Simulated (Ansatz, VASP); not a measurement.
One calculation of BAs5, two programs

INCAR

```
PREC = Accurate
ENCUT = 600
EDIFF = 1E-6
ISMEAR = 0
SIGMA = 0.1
LREAL = F
LASPH = T
NELM = 100
ALGO = Normal
ISIF = 3
LWAVE = F
LCHARG = F
GGA = PE
IBRION = 2
NSW = 90
EDIFFG = -0.04
```

The input KPOINTS:

```
Automatic mesh
0
Gamma
  6 6 4
```

File POSCAR:

```
BAs5
1.0
    5.3675117754      0.0000000000      0.0000000000
   -2.6837558877      4.6484015526      0.0000000000
    0.0000000000      0.0000000000      7.0363931275
B As
1 5
Direct
    0.0000000000      0.0000000000      0.0000000000
    0.5000000000      0.0000000000      0.5000000000
    0.0000000000      0.5000000000      0.5000000000
    0.5000000000      0.5000000000      0.5000000000
    0.0000000000      0.0000000000      0.2669094388
    0.0000000000      0.0000000000      0.7330905612
```

Input for Ansatz:

```yaml
crystal:
  lattice:
    - [5.3675117754, 0.0, 0.0]
    - [-2.6837558877, 4.6484015526, 0.0]
    - [0.0, 0.0, 7.0363931275]
  atoms:
    - { symbol: B, position: [0.0, 0.0, 0.0] }
    - { symbol: As, position: [0.5, 0.0, 0.5] }
    - { symbol: As, position: [0.0, 0.5, 0.5] }
    - { symbol: As, position: [0.5, 0.5, 0.5] }
    - { symbol: As, position: [0.0, 0.0, 0.2669094388] }
    - { symbol: As, position: [0.0, 0.0, 0.7330905612] }
basis:
  ecutwfc: 420
kpoints:
  mp_grid: { grid: [6, 6, 4] }
hamiltonian:
  xc: pbe
scf:
  occupations: { method: gaussian, width: 0.1 }
  lower_state_search: "off"
output:
  forces: true
  stress: true
  eigenvalues: true
relax:
  adjacent_minimum: "off"
  f_tol: 0.04
  max_steps: 70
  cell: { stress_tol: 0.4 }
```

Alike in both runs: task relaxation of cell and atoms; functional PBE; k mesh 6 × 6 × 4; occupations gaussian, width 0.1 eV; no spin polarisation.

|  | VASP | Ansatz |
| --- | --- | --- |
| version | VASP 6.6.1 | Ansatz 0.2.0 |
| potentials or method | VASP PAW PBE potentials, release 64 (B, As), cutoff 600 eV | scalar-relativistic, plane waves, PAW |
| valence electrons in the cell | 28 | 78 |

VASP gave:

- gap on the k mesh at the Fermi level, each at its own relaxed structure (eV): none
- relaxed volume (Å³/atom): 29.24
- relaxed length of the cell vector where the two differ most in proportion (Å): 5.391

Q: Estimate Ansatz's values.

A: gap on the k mesh at the Fermi level, each at its own relaxed structure (eV): none; relaxed volume (Å³/atom): 29.11; relaxed length of the cell vector where the two differ most in proportion (Å): 5.380.

A gap of «none» marks a metal or a gap that the smearing closes. VASP's potentials hold 28 valence electrons a cell and Ansatz's 78, so a difference there can come from the potentials and not from the codes.
